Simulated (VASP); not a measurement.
The system is Pt.

```xyz
2
Lattice="2.7607 0.0000 0.0000 -1.3803 2.3908 0.0000 0.0000 0.0000 4.7921" Properties=species:S:1:pos:R:3 pbc="T T T"
Pt    1.3803    0.7969    3.5941
Pt    0.0000    1.5939    1.1980
```

This isn't the form of Pt at room conditions, which is fcc.

| Item | Value |
| --- | --- |
| Program | VASP 6.6.1 |
| Task | relaxation of cell and atoms |
| Functional | BLYP |
| Dispersion | D3(BJ) |
| Potentials or basis | VASP PAW PBE potentials, release 64 (Pt) |
| Cutoff | 600 eV |
| k mesh | 11 × 11 × 6 |
| Occupations | fermi-dirac, width 0.1 eV |
| Spin | no spin polarisation |

At the start: pressure -3.3 GPa; volume 15.81 Å³/atom.

Problem. How do energy, volume and symmetry change on relaxing?

Solution. Over 4 steps the energy falls by 3.7 meV/atom and the volume is 15.58 Å³/atom (-1.5 %); space group P6_3/mmc (No. 194, to 0.1 Å) before and after.

Step by step:
| step | energy change (eV) | largest force (eV/Å) | pressure (GPa) | volume (Å³) |
| --- | --- | --- | --- | --- |
| 1 | 0.0000 | 0.0000 | -3.28 | 31.63 |
| 2 | 0.0201 | 0.0000 | 9.07 | 30.17 |
| 3 | -0.0057 | 0.0000 | 0.37 | 31.15 |
| 4 | -0.0074 | 0.0000 | 0.01 | 31.17 |

Final structure:
```yaml
crystal:
  lattice:
    - [2.76041, 0.00000, 0.00000]
    - [-1.38020, 2.39058, 0.00000]
    - [0.00000, 0.00000, 4.72302]
  atoms:
    - { symbol: Pt, position: [0.66667, 0.33333, 0.75000] }
    - { symbol: Pt, position: [0.33333, 0.66667, 0.25000] }
```

Caveat: the PAW data sets were made with another functional, which shifts forces and pressure a little.
